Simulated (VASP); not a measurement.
Write the native input for VASP 6.6.1 that does the following.

```
Task                   : single point
Functional             : PBE
Potentials or basis    : VASP PAW PBE potentials, release 64 (Ag, Cl)
Cutoff                 : 500 eV
k mesh                 : 3 × 3 × 3
Occupations            : gaussian, width 0.1 eV
Spin                   : no spin polarisation
Dipole correction      : no
Further INCAR settings : ALGO = Normal; EDIFF = 1e-06; NBANDS = 16
```

The structure of AgCl lies in POSCAR:

```
AgCl
1.0
    0.0000000000      2.7726629968      2.7726629968
    2.7726629968      0.0000000000      2.7726629968
    2.7726629968      2.7726629968      0.0000000000
Ag Cl
1 1
Direct
    0.0000000000      0.0000000000      0.0000000000
    0.5000000000      0.5000000000      0.5000000000
```

The input as run:

INCAR

```
  PREC = Accurate
  ENCUT = 500
  EDIFF = 1E-6
  ISMEAR = 0
  SIGMA = 0.1
  LREAL = F
  LASPH = T
  NELM = 120
  ALGO = Normal
  ISIF = 2
  LWAVE = F
  LCHARG = F
  GGA = PE
  NBANDS = 16
  GGA_COMPAT = F
```

KPOINTS

```
Automatic mesh
0
Gamma
  3 3 3
```

Potentials or basis: VASP PAW PBE potentials, release 64 (Ag, Cl).

Run with:

```sh
$ cat potpaw_PBE.64/Ag/POTCAR potpaw_PBE.64/Cl/POTCAR > POTCAR
$ mpirun -np 1 vasp_std > vasp.out
```

Results of the run:

```yaml
Pressure: 2.0 GPa
Band_gap_on_the_k_mesh: 1.29 eV, indirect (least direct gap 3.20 eV)
```

Caveat: the k points lie up to 0.65 Å⁻¹ apart.

It took 7 s on 1 thread of Intel Xeon 8259CL, with other jobs on the host, peak memory 0.16 GiB.
